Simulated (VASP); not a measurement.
# MoS2 in VASP: notebook

Runs on MoS2. Level: r2SCAN. Tasks: single point.

Program: VASP 6.6.1. These are calculated values, not measurements. Logs are shortened: lines on timing, memory, paths and dates and some standing lists are left out, and cuts for length are marked.

### 1 The cell of the first run

The cell holds a slab with vacuum, 3 atoms: a = 3.184 Å, b = 3.184 Å, c = 17.335 Å, α = 90.00°, β = 90.00°, γ = 120.00°.

### 2 Single point, r2SCAN

The input, POSCAR:

```
MoS2
1.0
    3.1841260000      0.0000000000      0.0000000000
   -1.5920630000      2.7575340000      0.0000000000
    0.0000000000      0.0000000000     17.3346000000
Mo S
1 2
Direct
    0.0000000000      0.0000000000      0.0000000000
    0.3333333333      0.6666666667      0.0894930000
    0.3333333333      0.6666666667      0.9105070000
```

The input, INCAR.step1:

```
PREC = Accurate
ENCUT = 520
ISMEAR = -1
SIGMA = 0.1
LREAL = F
LASPH = T
NELM = 60
NBANDS = 20
GGA = PE
ALGO = Normal
EDIFF = 1E-4
LWAVE = T
LCHARG = F
```

The input, INCAR.step2:

```
PREC = Accurate
ENCUT = 520
EDIFF = 1E-6
ISMEAR = -1
SIGMA = 0.1
LREAL = F
LASPH = T
NELM = 60
ALGO = Normal
ISIF = 2
LWAVE = F
LCHARG = F
METAGGA = R2SCAN
LMIXTAU = T
NBANDS = 20
ISTART = 1
```

The input, KPOINTS:

```
Automatic mesh
0
Gamma
  3 3 1
```

Potentials or basis: VASP PAW PBE potentials, release 64 (Mo_sv, S).

Command:

```sh
cat potpaw_PBE.64/Mo_sv/POTCAR potpaw_PBE.64/S/POTCAR > POTCAR
cp INCAR.step1 INCAR
mpirun -np 1 vasp_std > vasp.out
cp INCAR.step2 INCAR
mpirun -np 1 vasp_std > vasp.out
```

OUTCAR:

```text
PREC = Accurate
   ENCUT = 520
   EDIFF = 1E-6
   ISMEAR = -1
   LREAL = F
   LASPH = T
   NELM = 60
   ISIF = 2
   METAGGA = R2SCAN
   ISTART = 1

 ion  position               nearest neighbor table
   1  0.000  0.000  0.000-   2 2.41   3 2.41   2 2.41   3 2.41   2 2.41   3 2.41
   2  0.333  0.667  0.089-   1 2.41   1 2.41   1 2.41
   3  0.333  0.667  0.911-   1 2.41   1 2.41   1 2.41

  LATTYP: Found a hexagonal cell.
 ALAT       =     3.1841260000
 C/A-ratio  =     5.4440684822

  Lattice vectors:

 A1 = (   3.1841260000,   0.0000000000,   0.0000000000)
 A2 = (  -1.5920630000,   2.7575340000,   0.0000000000)
 A3 = (   0.0000000000,   0.0000000000,  17.3346000000)

Analysis of symmetry for initial positions (statically):
=====================================================================
 Subroutine PRICEL returns:
 Original cell was already a primitive cell.

 Routine SETGRP: Setting up the symmetry group for a
 hexagonal supercell.

 Subroutine GETGRP returns: Found 12 space group operations
 (whereof 12 operations were pure point group operations)
 out of a pool of 24 trial point group operations.

The static configuration has the point symmetry D_3h.

Analysis of symmetry for dynamics (positions and initial velocities):
=====================================================================
 Subroutine PRICEL returns:
 Original cell was already a primitive cell.

 Routine SETGRP: Setting up the symmetry group for a
 hexagonal supercell.

 Subroutine GETGRP returns: Found 12 space group operations
 (whereof 12 operations were pure point group operations)
 out of a pool of 24 trial point group operations.

The dynamic configuration has the point symmetry D_3h.

 Subroutine INISYM returns: Found 12 space group operations
 (whereof 12 operations are pure point group operations),
 and found     1 'primitive' translations

----------------------------------------------------------------------------------------

                                     Primitive cell

  volume of cell :     152.2036

  direct lattice vectors                    reciprocal lattice vectors
     3.184126000  0.000000000  0.000000000     0.314057924  0.181321427  0.000000000
    -1.592063000  2.757534000  0.000000000     0.000000000  0.362642854  0.000000000
     0.000000000  0.000000000 17.334600000     0.000000000  0.000000000  0.057688092

  length of vectors
     3.184126000  3.184125996 17.334600000     0.362642854  0.362642854  0.057688092

  position of ions in fractional coordinates (direct lattice)
     0.000000000  0.000000000  0.000000000
     0.333333333  0.666666667  0.089493000
     0.333333333  0.666666667  0.910507000

  ion indices of the primitive-cell ions
   primitive index   ion index
                 1           1
                 2           2
                 3           3

----------------------------------------------------------------------------------------

 KPOINTS: Automatic mesh

Automatic generation of k-mesh.
 Grid dimensions read from file:
 generate k-points for:    3    3    1

 Generating k-lattice:

  Cartesian coordinates                     Fractional coordinates (reciprocal lattice)
     0.104685975  0.060440476  0.000000000     0.333333333  0.000000000  0.000000000
     0.000000000  0.120880951  0.000000000     0.000000000  0.333333333  0.000000000
     0.000000000  0.000000000  0.057688092     0.000000000  0.000000000  1.000000000

  Length of vectors
     0.120880951  0.120880951  0.057688092

  Shift w.r.t. Gamma in fractional coordinates (k-lattice)
     0.000000000  0.000000000  0.000000000

 Subroutine IBZKPT returns following result:
 ===========================================

 Found      3 irreducible k-points:

 Following reciprocal coordinates:
            Coordinates               Weight
  0.000000  0.000000  0.000000      1.000000
  0.333333  0.000000  0.000000      6.000000
  0.333333  0.333333  0.000000      2.000000
   k-points           NKPTS =      3   k-points in BZ     NKDIM =      3   number of bands    NBANDS=     20
   number of dos      NEDOS =    301   number of ions     NIONS =      3
   total plane-waves  NPLWV =  80640
   dimension x,y,z NGX =    24 NGY =   24 NGZ =  140
   dimension x,y,z NGXF=    48 NGYF=   48 NGZF=  280
   ions per type =               1   2
   NGX,Y,Z   is equivalent  to a cutoff of  12.53, 12.53, 13.43 a.u.
   NGXF,Y,Z  is equivalent  to a cutoff of  25.06, 25.06, 26.85 a.u.
 SYSTEM =  unknown system
   PREC   = accura    normal or accurate (medium, high low for compatibility)
   ISTART =      1    job   : 0-new  1-cont  2-samecut
   ICHARG =      0    charge: 1-file 2-atom 10-const
   ISPIN  =      1    spin polarized calculation?
   LNONCOLLINEAR =      F non collinear calculations
   LSORBIT =      F    spin-orbit coupling
   LASPH  =      T    aspherical Exc in radial PAW
   ENCUT  =  520.0 eV  38.22 Ry    6.18 a.u.   5.92  5.92 32.23*2*pi/ulx,y,z
   NELM   =     60;   NELMIN=  2; NELMDL=  0     # of ELM steps
   EDIFF  = 0.1E-05   stopping-criterion for ELM
   LREAL  =      F    real-space projection
   EDIFFG = 0.1E-04   stopping-criterion for IOM
   NSW    =      0    number of steps for IOM
   IBRION =     -1    ionic relax: 0-MD 1-quasi-New 2-CG
   NFREE  =      0    steps in history (QN), initial steepest desc. (CG)
   ISIF   =      2    stress and relaxation
   ISYM   =      2    0-nonsym 1-usesym 2-fastsym
   POTIM  = 0.5000    time-step for ionic-motion
   TEBEG  =    0.0;   TEEND  =   0.0 temperature during run
   PSTRESS=    0.0 pullay stress
   NELECT =      26.0000    total number of electrons
   NUPDOWN=      -1.0000    fix difference up-down
   EMIN   =  10.00;   EMAX   =-10.00  energy-range for DOS
   EFERMI =   0.00;   METHOD = LEGACY
   ISMEAR =    -1;   SIGMA  =   0.10  broadening in eV -4-tet -1-fermi 0-gaus
   EFERMI_NEDOS =   21; number of points for ismear=-14 and -15
   IALGO  =     38    algorithm
   IMIX   =      4    mixing-type and parameters
     AMIX     =   0.40;   BMIX     =  1.00
     AMIX_MAG =   1.60;   BMIX_MAG =  1.00
  volume/ion in A,a.u.               =      50.73       342.37
  Fermi-wavevector in a.u.,A,eV,Ry     =   0.908359  1.716550 11.226391  0.825116
  Thomas-Fermi vector in A             =   2.032276
   LORBIT       =      0    0 simple, 1 ext, 2 COOP (PROOUT), +10 PAW based schemes
   METAGGA = R2SCAN    functional components
   LHFCALC =     F    Hartree Fock is set to
   AEXX    =    0.0000 exact exchange contribution
   IVDW    =     0    specifies the selected vdW correction
   LEPSILON=     F    determine dielectric tensor
   LRPA    =     F    only Hartree local field effects (RPA)
 non-spin polarized calculation
  energy-cutoff  :      520.00
  volume of cell :      152.20
 maximum number of plane-waves:      4098
 NGX is ok and might be reduce to    24
   NGX = 11   NGY = 11   NGZ = 65

 number of electron      25.9999999 magnetization

 Free energy of the ion-electron system (eV)
  ---------------------------------------------------
  ext. energy  EPLUGINS =         0.00000000
  ---------------------------------------------------
  free energy    TOTEN  =       -45.03539483 eV

  energy without entropy =      -45.03521829  energy(sigma->0) =      -45.03530656

 E-fermi :  -0.6810     XC(G=0):  -4.4547

 val. band max:       -1.5499790720   @ k =   0.0000   0.0000   0.0000
 cond. band min:       0.1692542821   @ k =   0.3333   0.3333   0.0000
 fundamental gap:      1.7192333541
 Fermi energy:        -0.6809691992

 k-point     1 :       0.0000    0.0000    0.0000
  band No.  band energies     occupation
      1     -64.3336      2.00000
      2     -37.8105      2.00000
      3     -37.5168      2.00000
      4     -37.5168      2.00000
      5     -16.4286      2.00000
      6     -15.0401      2.00000
      7      -7.4848      2.00000
      8      -4.3858      2.00000
      9      -4.3858      2.00000
     10      -3.5064      2.00000
     11      -3.2887      2.00000
     12      -3.2887      2.00000
     13      -1.5500      1.99966
     14       1.3116      0.00000
     15       1.3116      0.00000
     16       1.5863      0.00000
     17       1.5864      0.00000
     18       4.3436      0.00000
     19       4.7329      0.00000
     20       5.1186      0.00000

 k-point     2 :       0.3333    0.0000    0.0000
  band No.  band energies     occupation
      1     -64.3026      2.00000
      2     -37.8186      2.00000
      3     -37.7484      2.00000
      4     -37.5860      2.00000
      5     -15.0733      2.00000
      6     -14.5184      2.00000
      7      -7.0985      2.00000
      8      -6.0138      2.00000
      9      -5.7200      2.00000
     10      -4.6824      2.00000
     11      -3.3605      2.00000
     12      -3.1461      2.00000
     13      -2.5653      2.00000
     14       0.7993      0.00000
     15       0.9368      0.00000
     16       2.0812      0.00000
     17       2.7220      0.00000
     18       6.2275      0.00000
     19       6.5300      0.00000
     20       6.8191      0.00000

 k-point     3 :       0.3333    0.3333    0.0000
  band No.  band energies     occupation
      1     -64.2870      2.00000
      2     -37.8185      2.00000
      3     -37.7708      2.00000
      4     -37.7171      2.00000
      5     -14.2200      2.00000
      6     -14.1525      2.00000
      7      -7.2864      2.00000
      8      -6.4450      2.00000
      9      -5.8574      2.00000
     10      -5.3716      2.00000
     11      -4.6605      2.00000
     12      -3.9276      2.00000
     13      -1.5836      1.99976
     14       0.1693      0.00041
     15       1.7017      0.00000
     16       2.2292      0.00000
     17       3.6086      0.00000
     18       6.0476      0.00000
     19       6.5410      0.00000
     20       8.6311      0.00000

------------------------ aborting loop because EDIFF is reached ----------------------------------------

  FORCE on cell =-STRESS in cart. coord.  units (eV):
  Direction    XX          YY          ZZ          XY          YZ          ZX
  --------------------------------------------------------------------------------------
  -------------------------------------------------------------------------------------
  Total        0.0727908      0.0727908     -0.4108521      0.0000000      0.0000000     -0.0000000
  in kB        0.7662349      0.7662349     -4.3248506      0.0000000      0.0000000     -0.0000000
  external PRESSURE =      -0.9307936 kB  Pullay stress =       0.0000000 kB

 VOLUME and BASIS-vectors are now :
 -----------------------------------------------------------------------------
  energy-cutoff  :      520.00
  volume of cell :      152.20
      direct lattice vectors                 reciprocal lattice vectors
     3.184126000  0.000000000  0.000000000     0.314057924  0.181321427  0.000000000
    -1.592063000  2.757534000  0.000000000     0.000000000  0.362642854  0.000000000
     0.000000000  0.000000000 17.334600000     0.000000000  0.000000000  0.057688092

 POSITION                                       TOTAL-FORCE (eV/Angst)
 -----------------------------------------------------------------------------------
      0.00000      0.00000      0.00000         0.000000      0.000000      0.000000
     -0.00000      1.83836      1.55133        -0.000000     -0.000000     -0.127224
     -0.00000      1.83836     15.78327        -0.000000     -0.000000      0.127224
 -----------------------------------------------------------------------------------
    total drift:                                0.000001     -0.000001     -0.000000

  FREE ENERGIE OF THE ION-ELECTRON SYSTEM (eV)
  ---------------------------------------------------
  free  energy   TOTEN  =       -45.0353948318 eV

  energy  without entropy=      -45.0352182853  energy(sigma->0) =      -45.03530656
```

Run time: 89 s. Hardware: 1 thread of Intel Xeon Platinum 8259CL at 2.50GHz (Skylake/Cascade Lake), shared host; peak memory 0.28 GiB.

What came out:

```yaml
Free_energy: -45.0354 eV
Largest_force: 0.127 eV/Å
Band_gap_on_the_k_mesh: 1.72 eV, indirect (least direct gap 1.75 eV)
```

Forces on the atoms (eV/Å):
```
Mo   0.000  0.000  0.000
S    0.000  0.000 -0.127
S    0.000  0.000  0.127
```

Levels at points of the mesh, in eV from the valence-band top:
```
           k point  band 9  band 10  band 11  band 12  band 13  band 14  band 15  band 16  band 17  band 18
(0.00, 0.00, 0.00)   -2.84    -1.96    -1.74    -1.74     0.00     2.86     2.86     3.14     3.14     5.89
```

Caveat: the k points lie up to 0.76 Å⁻¹ apart; the PAW data sets were made with another functional, which shifts forces and pressure a little.

### 3 Single point, r2SCAN

POSCAR is that of step 2.

The input, INCAR.step1:

```
SYSTEM = MoS2
  ALGO = Normal
  EDIFF = 1E-4
  ENCUT = 520
  GGA = PE
  ISMEAR = -1
  LASPH = .True.
  LCHARG = .False.
  LREAL = .False.
  LWAVE = .True.
  NBANDS = 20
  NELM = 80
  PREC = Accurate
  SIGMA = 0.1
```

The input, INCAR.step2:

```
SYSTEM = MoS2
  ALGO = Normal
  EDIFF = 1E-6
  ENCUT = 520
  ISIF = 2
  ISMEAR = -1
  ISTART = 1
  LASPH = .True.
  LCHARG = .True.
  LELF = .True.
  LMIXTAU = .True.
  LREAL = .False.
  LVHAR = .True.
  LWAVE = .False.
  METAGGA = R2SCAN
  NBANDS = 20
  NELM = 80
  PREC = Accurate
  SIGMA = 0.1
```

The input, KPOINTS:

```
k-points
0
Gamma
  4 4 1
  0 0 0
```

Potentials or basis: VASP PAW PBE potentials, release 64 (Mo_sv, S).

Command:

```sh
cat potpaw_PBE.64/Mo_sv/POTCAR potpaw_PBE.64/S/POTCAR > POTCAR
cp INCAR.step1 INCAR
mpirun -np 1 vasp_std > vasp.out
cp INCAR.step2 INCAR
mpirun -np 1 vasp_std > vasp.out
```

Run time: 95 s. Hardware: 1 thread of Intel Xeon Platinum 8259CL at 2.50GHz (Skylake/Cascade Lake), shared host; peak memory 0.29 GiB.

Results (log left out):

```yaml
Free_energy: -45.0563 eV
Largest_force: 0.007 eV/Å
Band_gap_on_the_k_mesh: 2.25 eV, indirect (least direct gap 2.87 eV)
```

Forces on the atoms (eV/Å):
```
Mo   0.000  0.000  0.000
S    0.000  0.000 -0.007
S    0.000  0.000  0.007
```

Levels at points of the mesh, in eV from the valence-band top:
| k point | band 11 | band 12 | band 13 | band 14 | band 15 | band 16 |
| --- | --- | --- | --- | --- | --- | --- |
| (0.00, 0.00, 0.00) | -1.72 | -1.72 | 0.00 | 2.88 | 2.88 | 3.14 |
| (0.50, 0.00, 0.00) | -2.05 | -1.18 | -0.70 | 2.32 | 2.85 | 4.16 |

Caveat: the k points lie up to 0.57 Å⁻¹ apart; the PAW data sets were made with another functional, which shifts forces and pressure a little.
